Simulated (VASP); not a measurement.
# Si3Bi (Im-3m) in VASP: notebook, part 2 of 3

VASP 6.6.1. Earlier steps stand in the parts before.

## (3) Single point, PBE

This run uses another cell than the first one, of 21.26 Å³/atom.

INCAR

```
PREC = Accurate
ENCUT = 520
EDIFF = 1E-7
ISMEAR = 0
SIGMA = 0.1
LREAL = F
LASPH = T
NELM = 100
ALGO = Normal
ISIF = 2
LWAVE = F
LCHARG = F
GGA = PE
NBANDS = 22
```

KPOINTS

```
regular mesh
0
Gamma
  4 4 4
```

POSCAR

```
Si3Bi
1.0
   -2.7702981723      2.7702981723      2.7702981723
    2.7702981723     -2.7702981723      2.7702981723
    2.7702981723      2.7702981723     -2.7702981723
Si Bi
3 1
Direct
    0.0000000000      0.5000000000      0.5000000000
    0.5000000000      0.0000000000      0.5000000000
    0.5000000000      0.5000000000      0.0000000000
    0.0000000000      0.0000000000      0.0000000000
```

Potentials or basis: VASP PAW PBE potentials, release 64 (Si, Bi_d).

The run is started by

```sh
> cat potpaw_PBE.64/Si/POTCAR potpaw_PBE.64/Bi_d/POTCAR > POTCAR
> mpirun -np 1 vasp_std > vasp.out
```

OUTCAR:

```text
PREC = Accurate
   ENCUT = 520
   EDIFF = 1E-7
   ISMEAR = 0
   LREAL = F
   LASPH = T
   NELM = 100
   ISIF = 2
   GGA = PE

 ion  position               nearest neighbor table
   1  0.000  0.500  0.500-   2 2.77   3 2.77   4 2.77   4 2.77   3 2.77   2 2.77
   2  0.500  0.000  0.500-   1 2.77   3 2.77   4 2.77   3 2.77   4 2.77   1 2.77
   3  0.500  0.500  0.000-   1 2.77   2 2.77   4 2.77   2 2.77   1 2.77   4 2.77
   4  0.000  0.000  0.000-   1 2.77   2 2.77   3 2.77   1 2.77   2 2.77   3 2.77

  LATTYP: Found a body centered cubic cell.
 ALAT       =     5.5405963446

  Lattice vectors:

 A1 = (  -2.7702981723,   2.7702981723,   2.7702981723)
 A2 = (   2.7702981723,  -2.7702981723,   2.7702981723)
 A3 = (   2.7702981723,   2.7702981723,  -2.7702981723)

Analysis of symmetry for initial positions (statically):
=====================================================================
 Subroutine PRICEL returns:
 Original cell was already a primitive cell.

 Routine SETGRP: Setting up the symmetry group for a
 body centered cubic supercell.

 Subroutine GETGRP returns: Found 48 space group operations
 (whereof 48 operations were pure point group operations)
 out of a pool of 48 trial point group operations.

The static configuration has the point symmetry O_h .

Analysis of symmetry for dynamics (positions and initial velocities):
=====================================================================
 Subroutine PRICEL returns:
 Original cell was already a primitive cell.

 Routine SETGRP: Setting up the symmetry group for a
 body centered cubic supercell.

 Subroutine GETGRP returns: Found 48 space group operations
 (whereof 48 operations were pure point group operations)
 out of a pool of 48 trial point group operations.

The dynamic configuration has the point symmetry O_h .

 Subroutine INISYM returns: Found 48 space group operations
 (whereof 48 operations are pure point group operations),
 and found     1 'primitive' translations

----------------------------------------------------------------------------------------

                                     Primitive cell

  volume of cell :      85.0432

  direct lattice vectors                    reciprocal lattice vectors
    -2.770298172  2.770298172  2.770298172     0.000000000  0.180485987  0.180485987
     2.770298172 -2.770298172  2.770298172     0.180485987  0.000000000  0.180485987
     2.770298172  2.770298172 -2.770298172     0.180485987  0.180485987  0.000000000

  length of vectors
     4.798297187  4.798297187  4.798297187     0.255245731  0.255245731  0.255245731

  position of ions in fractional coordinates (direct lattice)
     0.000000000  0.500000000  0.500000000
     0.500000000  0.000000000  0.500000000
     0.500000000  0.500000000  0.000000000
     0.000000000  0.000000000  0.000000000

  ion indices of the primitive-cell ions
   primitive index   ion index
                 1           1
                 2           2
                 3           3
                 4           4

----------------------------------------------------------------------------------------

 KPOINTS: regular mesh

Automatic generation of k-mesh.
 Grid dimensions read from file:
 generate k-points for:    4    4    4

 Generating k-lattice:

  Cartesian coordinates                     Fractional coordinates (reciprocal lattice)
     0.000000000  0.045121497  0.045121497     0.250000000  0.000000000  0.000000000
     0.045121497  0.000000000  0.045121497     0.000000000  0.250000000  0.000000000
     0.045121497  0.045121497  0.000000000     0.000000000  0.000000000  0.250000000

  Length of vectors
     0.063811433  0.063811433  0.063811433

  Shift w.r.t. Gamma in fractional coordinates (k-lattice)
     0.000000000  0.000000000  0.000000000

 Subroutine IBZKPT returns following result:
 ===========================================

 Found      8 irreducible k-points:

 Following reciprocal coordinates:
            Coordinates               Weight
  0.000000  0.000000  0.000000      1.000000
  0.250000  0.000000  0.000000     12.000000
  0.500000  0.000000  0.000000      6.000000
  0.250000  0.250000  0.000000     24.000000
  0.250000  0.250000  0.250000      2.000000
 -0.250000  0.250000  0.250000      6.000000
  0.500000  0.500000  0.250000     12.000000
  0.500000  0.500000  0.500000      1.000000
   k-points           NKPTS =      8   k-points in BZ     NKDIM =      8   number of bands    NBANDS=     22
   number of dos      NEDOS =    301   number of ions     NIONS =      4
   total plane-waves  NPLWV =  46656
   dimension x,y,z NGX =    36 NGY =   36 NGZ =   36
   dimension x,y,z NGXF=    72 NGYF=   72 NGZF=   72
   ions per type =               3   1
   NGX,Y,Z   is equivalent  to a cutoff of  12.47, 12.47, 12.47 a.u.
   NGXF,Y,Z  is equivalent  to a cutoff of  24.95, 24.95, 24.95 a.u.
 SYSTEM =  unknown system
   PREC   = accura    normal or accurate (medium, high low for compatibility)
   ISTART =      0    job   : 0-new  1-cont  2-samecut
   ICHARG =      2    charge: 1-file 2-atom 10-const
   ISPIN  =      1    spin polarized calculation?
   LNONCOLLINEAR =      F non collinear calculations
   LSORBIT =      F    spin-orbit coupling
   LASPH  =      T    aspherical Exc in radial PAW
   ENCUT  =  520.0 eV  38.22 Ry    6.18 a.u.   8.92  8.92  8.92*2*pi/ulx,y,z
   NELM   =    100;   NELMIN=  2; NELMDL= -5     # of ELM steps
   EDIFF  = 0.1E-06   stopping-criterion for ELM
   LREAL  =      F    real-space projection
   EDIFFG = 0.1E-05   stopping-criterion for IOM
   NSW    =      0    number of steps for IOM
   IBRION =     -1    ionic relax: 0-MD 1-quasi-New 2-CG
   NFREE  =      0    steps in history (QN), initial steepest desc. (CG)
   ISIF   =      2    stress and relaxation
   ISYM   =      2    0-nonsym 1-usesym 2-fastsym
   POTIM  = 0.5000    time-step for ionic-motion
   TEBEG  =    0.0;   TEEND  =   0.0 temperature during run
   PSTRESS=    0.0 pullay stress
   NELECT =      27.0000    total number of electrons
   NUPDOWN=      -1.0000    fix difference up-down
   EMIN   =  10.00;   EMAX   =-10.00  energy-range for DOS
   EFERMI =   0.00;   METHOD = LEGACY
   ISMEAR =     0;   SIGMA  =   0.10  broadening in eV -4-tet -1-fermi 0-gaus
   EFERMI_NEDOS =   21; number of points for ismear=-14 and -15
   IALGO  =     38    algorithm
   IMIX   =      4    mixing-type and parameters
     AMIX     =   0.40;   BMIX     =  1.00
     AMIX_MAG =   1.60;   BMIX_MAG =  1.00
  volume/ion in A,a.u.               =      21.26       143.47
  Fermi-wavevector in a.u.,A,eV,Ry     =   1.116819  2.110482 16.970347  1.247285
  Thomas-Fermi vector in A             =   2.253437
   LORBIT       =      0    0 simple, 1 ext, 2 COOP (PROOUT), +10 PAW based schemes
   GGA     = PE    functional components
   LHFCALC =     F    Hartree Fock is set to
   AEXX    =    0.0000 exact exchange contribution
   IVDW    =     0    specifies the selected vdW correction
   LEPSILON=     F    determine dielectric tensor
   LRPA    =     F    only Hartree local field effects (RPA)
 non-spin polarized calculation
 Gauss-broadening in eV      SIGMA  =   0.10
  energy-cutoff  :      520.00
  volume of cell :       85.04
 maximum number of plane-waves:      2316
   NGX = 17   NGY = 17   NGZ = 17

 number of electron      26.9999996 magnetization

 Free energy of the ion-electron system (eV)
  ---------------------------------------------------
  ext. energy  EPLUGINS =         0.00000000
  ---------------------------------------------------
  free energy    TOTEN  =       -17.72810128 eV

  energy without entropy =      -17.70619863  energy(sigma->0) =      -17.71714995

 E-fermi :   7.0067     XC(G=0): -10.2146

 val. band max:        6.9823300117   @ k =   0.2500   0.2500   0.0000
 cond. band min:       7.1635747930   @ k =   0.5000   0.5000   0.5000
 fundamental gap:      0.1812447813
 Fermi energy:         7.0067421940

 k-point     1 :       0.0000    0.0000    0.0000
  band No.  band energies     occupation
      1     -15.5616      2.00000
      2     -15.5616      2.00000
      3     -15.4940      2.00000
      4     -15.4940      2.00000
      5     -15.4940      2.00000
      6      -5.8731      2.00000
[... 174 lines left out ...]
      6      -4.1870      2.00000
[... 14 lines left out ...]
     21      15.3137      0.00000
     22      15.9854      0.00000

------------------------ aborting loop because EDIFF is reached ----------------------------------------

  FORCE on cell =-STRESS in cart. coord.  units (eV):
  Direction    XX          YY          ZZ          XY          YZ          ZX
  --------------------------------------------------------------------------------------
  -------------------------------------------------------------------------------------
  Total        0.0129133      0.0129133      0.0129133      0.0000000      0.0000000     -0.0000000
  in kB        0.2432819      0.2432819      0.2432819      0.0000000      0.0000000     -0.0000000
  external PRESSURE =       0.2432819 kB  Pullay stress =       0.0000000 kB

 VOLUME and BASIS-vectors are now :
 -----------------------------------------------------------------------------
  energy-cutoff  :      520.00
  volume of cell :       85.04
      direct lattice vectors                 reciprocal lattice vectors
    -2.770298172  2.770298172  2.770298172     0.000000000  0.180485987  0.180485987
     2.770298172 -2.770298172  2.770298172     0.180485987  0.000000000  0.180485987
     2.770298172  2.770298172 -2.770298172     0.180485987  0.180485987  0.000000000

 POSITION                                       TOTAL-FORCE (eV/Angst)
 -----------------------------------------------------------------------------------
      2.77030      0.00000      0.00000        -0.000000     -0.000000      0.000000
      0.00000      2.77030      0.00000        -0.000000      0.000000     -0.000000
      0.00000      0.00000      2.77030         0.000000      0.000000     -0.000000
      0.00000      0.00000      0.00000        -0.000000     -0.000000     -0.000000
 -----------------------------------------------------------------------------------
    total drift:                                0.000000     -0.000000     -0.000000

  FREE ENERGIE OF THE ION-ELECTRON SYSTEM (eV)
  ---------------------------------------------------
  free  energy   TOTEN  =       -17.7281012768 eV

  energy  without entropy=      -17.7061986296  energy(sigma->0) =      -17.71714995
```

stdout:

```text
POSCAR found type information on POSCAR SiBi
 POSCAR found :  2 types and       4 ions
 scaLAPACK will be used
 LDA part: xc-table for (Slater+PW92), standard interpolation
 POSCAR, INCAR and KPOINTS ok, starting setup
 FFT: planning ... GRIDC
 FFT: planning ... GRID_SOFT
 FFT: planning ... GRID
 WAVECAR not read
 entering main loop
```

Wall time 8 s (1 thread of Intel Xeon 6975P-C (Granite Rapids), shared host); peak memory 0.19 GiB.

What came out:

```
Free energy            : -17.7281 eV
Pressure               : 0.0 GPa
Band gap on the k mesh : zero (an odd number of electrons rules out a gap without spin polarisation)
```

Levels at points of the mesh, in eV from the Fermi level:
| k point | band 9 | band 10 | band 11 | band 12 | band 13 | band 14 | band 15 | band 16 | band 17 | band 18 |
| --- | --- | --- | --- | --- | --- | --- | --- | --- | --- | --- |
| (0.00, 0.00, 0.00) | -3.95 | -2.92 | -2.92 | -2.92 | -2.17 | -2.17 | -2.17 | 2.62 | 2.62 | 2.62 |
| (0.50, 0.00, 0.00) | -5.81 | -3.70 | -2.86 | -0.23 | 0.21 | 0.87 | 0.96 | 2.57 | 2.74 | 4.42 |
| (0.50, 0.50, 0.50) | -5.44 | -5.44 | -5.44 | -0.15 | 0.16 | 0.16 | 0.16 | 5.76 | 5.76 | 5.76 |

Caveat: the k points lie up to 0.40 Å⁻¹ apart, too coarse for converged energies and pressures of a metal; spin-orbit coupling is left out, which moves the levels of the heavy elements.

## (4) Relaxation of cell and atoms, PBE

INCAR

```
SYSTEM = Si3Bi
ALGO = Normal ; EDIFF = 1E-6
EDIFFG = -0.04 ; ENCUT = 600
GGA = PE ; IBRION = 2
ISIF = 3 ; ISMEAR = 0
LASPH = .True. ; LCHARG = .False.
LREAL = .False. ; LWAVE = .False.
NELM = 100 ; NSW = 90
PREC = Accurate ; SIGMA = 0.1
```

KPOINTS

```
k-points
0
Gamma
  4 4 4
  0 0 0
```

POSCAR

```
Si3Bi
1.0
   -2.7323047800      2.7323047800      2.7323047800
    2.7323047800     -2.7323047800      2.7323047800
    2.7323047800      2.7323047800     -2.7323047800
Si Bi
3 1
Direct
    0.0000000000      0.5000000000      0.5000000000
    0.5000000000      0.0000000000      0.5000000000
    0.5000000000      0.5000000000      0.0000000000
    0.0000000000      0.0000000000      0.0000000000
```

Potentials or basis: VASP PAW PBE potentials, release 64 (Si, Bi_d).

The run is started by

```sh
> cat potpaw_PBE.64/Si/POTCAR potpaw_PBE.64/Bi_d/POTCAR > POTCAR
> mpirun -np 1 vasp_std > vasp.out
```

OUTCAR:

```text
SYSTEM = Si3Bi
   EDIFF = 1E-6
   EDIFFG = -0.04
   ENCUT = 600
   GGA = PE
   IBRION = 2
   ISIF = 3
   ISMEAR = 0
   LASPH = .True.
   LREAL = .False.
   NELM = 100
   NSW = 90
   PREC = Accurate

 ion  position               nearest neighbor table
   1  0.000  0.500  0.500-   2 2.73   3 2.73   4 2.73   4 2.73   3 2.73   2 2.73
   2  0.500  0.000  0.500-   1 2.73   3 2.73   4 2.73   3 2.73   4 2.73   1 2.73
   3  0.500  0.500  0.000-   1 2.73   2 2.73   4 2.73   2 2.73   1 2.73   4 2.73
   4  0.000  0.000  0.000-   1 2.73   2 2.73   3 2.73   1 2.73   2 2.73   3 2.73

  LATTYP: Found a body centered cubic cell.
 ALAT       =     5.4646095600

  Lattice vectors:

 A1 = (  -2.7323047800,   2.7323047800,   2.7323047800)
 A2 = (   2.7323047800,  -2.7323047800,   2.7323047800)
 A3 = (   2.7323047800,   2.7323047800,  -2.7323047800)

Analysis of symmetry for initial positions (statically):
=====================================================================
 Subroutine PRICEL returns:
 Original cell was already a primitive cell.

 Routine SETGRP: Setting up the symmetry group for a
 body centered cubic supercell.

 Subroutine GETGRP returns: Found 48 space group operations
 (whereof 48 operations were pure point group operations)
 out of a pool of 48 trial point group operations.

The static configuration has the point symmetry O_h .

Analysis of symmetry for dynamics (positions and initial velocities):
=====================================================================
 Subroutine PRICEL returns:
 Original cell was already a primitive cell.

 Routine SETGRP: Setting up the symmetry group for a
 body centered cubic supercell.

 Subroutine GETGRP returns: Found 48 space group operations
 (whereof 48 operations were pure point group operations)
 out of a pool of 48 trial point group operations.

The dynamic configuration has the point symmetry O_h .

 Subroutine INISYM returns: Found 48 space group operations
 (whereof 48 operations are pure point group operations),
 and found     1 'primitive' translations

[... 92 lines left out ...]
   NELECT =      27.0000    total number of electrons
   NUPDOWN=      -1.0000    fix difference up-down
   EMIN   =  10.00;   EMAX   =-10.00  energy-range for DOS
   EFERMI =   0.00;   METHOD = LEGACY
   ISMEAR =     0;   SIGMA  =   0.10  broadening in eV -4-tet -1-fermi 0-gaus
   EFERMI_NEDOS =   21; number of points for ismear=-14 and -15
   IALGO  =     38    algorithm
   IMIX   =      4    mixing-type and parameters
     AMIX     =   0.40;   BMIX     =  1.00
     AMIX_MAG =   1.60;   BMIX_MAG =  1.00
  volume/ion in A,a.u.               =      20.40       137.65
  Fermi-wavevector in a.u.,A,eV,Ry     =   1.132349  2.139829 17.445582  1.282214
  Thomas-Fermi vector in A             =   2.269050
   LORBIT       =      0    0 simple, 1 ext, 2 COOP (PROOUT), +10 PAW based schemes
   GGA     = PE    functional components
   LHFCALC =     F    Hartree Fock is set to
   AEXX    =    0.0000 exact exchange contribution
   IVDW    =     0    specifies the selected vdW correction
   LEPSILON=     F    determine dielectric tensor
   LRPA    =     F    only Hartree local field effects (RPA)
 conjugate gradient relaxation of ions
 non-spin polarized calculation
 Gauss-broadening in eV      SIGMA  =   0.10
  energy-cutoff  :      600.00
  volume of cell :       81.59
 maximum number of plane-waves:      2760
 NGX is ok and might be reduce to    40
   NGX = 19   NGY = 19   NGZ = 19

--------------------------------------- Ionic step        1  -------------------------------------------

 number of electron      27.0000000 magnetization

 Free energy of the ion-electron system (eV)
  ---------------------------------------------------
  ext. energy  EPLUGINS =         0.00000000
  ---------------------------------------------------
  free energy    TOTEN  =       -17.70060115 eV

  energy without entropy =      -17.68007976  energy(sigma->0) =      -17.69034046

------------------------ aborting loop because EDIFF is reached ----------------------------------------

  FORCE on cell =-STRESS in cart. coord.  units (eV):
  Direction    XX          YY          ZZ          XY          YZ          ZX
  --------------------------------------------------------------------------------------
  -------------------------------------------------------------------------------------
  Total        1.3630414      1.3630414      1.3630414      0.0000000     -0.0000000      0.0000000
  in kB       26.7653067     26.7653067     26.7653067      0.0000000     -0.0000000      0.0000000
  external PRESSURE =      26.7653067 kB  Pullay stress =       0.0000000 kB
[... 63 lines left out ...]
--------------------------------------- Ionic step        3  -------------------------------------------

 number of electron      27.0000004 magnetization

 Free energy of the ion-electron system (eV)
  ---------------------------------------------------
  ext. energy  EPLUGINS =         0.00000000
  ---------------------------------------------------
  free energy    TOTEN  =       -17.72789175 eV

  energy without entropy =      -17.70599324  energy(sigma->0) =      -17.71694249

 E-fermi :   7.0129     XC(G=0): -10.2167

 val. band max:        6.9885262790   @ k =   0.2500   0.2500   0.0000
 cond. band min:       7.1696408734   @ k =   0.5000   0.5000   0.5000
 fundamental gap:      0.1811145944
 Fermi energy:         7.0129265796

 k-point     1 :       0.0000    0.0000    0.0000
  band No.  band energies     occupation
      1     -15.5561      2.00000
      2     -15.5561      2.00000
      3     -15.4885      2.00000
      4     -15.4885      2.00000
      5     -15.4885      2.00000
      6      -5.8708      2.00000
[... 180 lines left out ...]
  FREE ENERGIE OF THE ION-ELECTRON SYSTEM (eV)
  ---------------------------------------------------
  free  energy   TOTEN  =       -17.7278917457 eV

  energy  without entropy=      -17.7059932404  energy(sigma->0) =      -17.71694249

 reached required accuracy - stopping structural energy minimisation
```

CONTCAR:

```text
Si3Bi
   1.00000000000000
    -2.7698150663257013    2.7698150663257013    2.7698150663257013
     2.7698150663257013   -2.7698150663257013    2.7698150663257013
     2.7698150663257013    2.7698150663257013   -2.7698150663257013
  Si              Bi
     3     1
Direct
     0.0000000000000000    0.5000000000000000    0.5000000000000000
     0.5000000000000000    0.0000000000000000    0.5000000000000000
     0.5000000000000000    0.5000000000000000    0.0000000000000000
     0.0000000000000000    0.0000000000000000    0.0000000000000000

  0.00000000E+00  0.00000000E+00  0.00000000E+00
  0.00000000E+00  0.00000000E+00  0.00000000E+00
  0.00000000E+00  0.00000000E+00  0.00000000E+00
  0.00000000E+00  0.00000000E+00  0.00000000E+00
```

It took 22 s on 1 thread of Intel Xeon 6975P-C (Granite Rapids), shared host; peak memory 0.24 GiB.

What came out:

```
Free energy                           : -17.7279 eV
Relaxed volume                        : 21.25 Å³/atom
Relaxed cell                          : a = 4.797 Å, b = 4.797 Å, c = 4.797 Å, α = 109.47°, β = 109.47°, γ = 109.47°
Space group after relaxing (to 0.1 Å) : Im-3m (No. 229)
Energy gained by relaxing             : 6.8 meV/atom
Ionic steps                           : 3
Pressure after relaxing               : 0.1 GPa
Band gap on the k mesh                : zero (an odd number of electrons rules out a gap without spin polarisation)
```

The path:
```csv
step,energy change (eV),largest force (eV/Å),pressure (GPa),volume (Å³)
1,0.0000,0.0000,2.68,81.59
2,-0.0264,0.0000,-0.46,85.68
3,-0.0273,0.0000,0.08,85.00
```

Final structure:
```
CELL_PARAMETERS angstrom
-2.76982 2.76982 2.76982
2.76982 -2.76982 2.76982
2.76982 2.76982 -2.76982
ATOMIC_POSITIONS crystal
Si 0.00000 0.50000 0.50000
Si 0.50000 0.00000 0.50000
Si 0.50000 0.50000 0.00000
Bi 0.00000 0.00000 0.00000
```

Caveat: the k points lie up to 0.40 Å⁻¹ apart in the final cell, too coarse for converged energies and pressures of a metal; spin-orbit coupling is left out, which moves the levels of the heavy elements.

[end of part 2 of 3]
